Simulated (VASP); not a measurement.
Ca3AsP:

```
As Ca P
1.0
     5.33390    0.00000    0.00000
     0.00000    5.33390    0.00000
     0.00000    0.00000    5.33390
As Ca P
1 3 1
Direct
  0.00000 0.00000 0.00000
  0.50000 0.50000 0.00000
  0.50000 0.00000 0.50000
  0.00000 0.50000 0.50000
  0.50000 0.50000 0.50000
```

| Quantity | Value |
| --- | --- |
| Program | VASP 6.6.1 |
| Task | relaxation of cell and atoms |
| Functional | revPBE |
| Potentials or basis | VASP PAW PBE potentials, release 64 (As, Ca_sv, P) |
| Cutoff | 600 eV |
| k mesh | 5 × 5 × 5 |
| Occupations | fermi-dirac, width 0.05 eV |
| Spin | no spin polarisation |

At the start: pressure 1.0 GPa; volume 30.35 Å³/atom.

Problem. How do energy, volume and symmetry change on relaxing?

Solution. Over 3 steps the energy falls by 2.6 meV/atom and the volume is 31.16 Å³/atom (+2.7 %); space group Pm-3m (No. 221, to 0.05 Å).

The path:
| step | energy change (eV) | largest force (eV/Å) | pressure (GPa) | volume (Å³) |
| --- | --- | --- | --- | --- |
| 1 | 0.0000 | 0.0000 | 1.03 | 151.75 |
| 2 | -0.0127 | 0.0000 | -0.06 | 156.07 |
| 3 | -0.0128 | 0.0000 | 0.00 | 155.82 |

Final structure:
```
As Ca P
1.0
     5.38111    0.00000    0.00000
     0.00000    5.38111    0.00000
     0.00000    0.00000    5.38111
As Ca P
1 3 1
Direct
  0.00000 0.00000 0.00000
  0.50000 0.50000 0.00000
  0.50000 0.00000 0.50000
  0.00000 0.50000 0.50000
  0.50000 0.50000 0.50000
```

Caveat: the PAW data sets were made with another functional, which shifts forces and pressure a little.
